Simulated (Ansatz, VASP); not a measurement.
Two plane-wave programs on V

```xyz
1
Lattice="0.0000 2.0018 2.0018 2.0018 0.0000 2.0018 2.0018 2.0018 0.0000" Properties=species:S:1:pos:R:3 pbc="T T T"
V     0.0000    0.0000    0.0000
```

Alike in both runs: task single point; functional BLYP; k mesh 16 × 16 × 16; occupations fermi-dirac, width 0.1 eV; no spin polarisation.

```csv
,VASP,Ansatz
version,VASP 6.6.1,Ansatz 0.2.0
potentials or method,"VASP PAW PBE potentials, release 64 (V_sv), cutoff 520 eV","plane waves (420 eV) with PAW, scalar-relativistic"
valence electrons in the cell,13,13
```

```csv
,VASP,Ansatz,Ansatz less VASP
pressure (GPa),-14.3,-14.6,-0.26
```

VASP's potentials were made for PBE, not for BLYP.
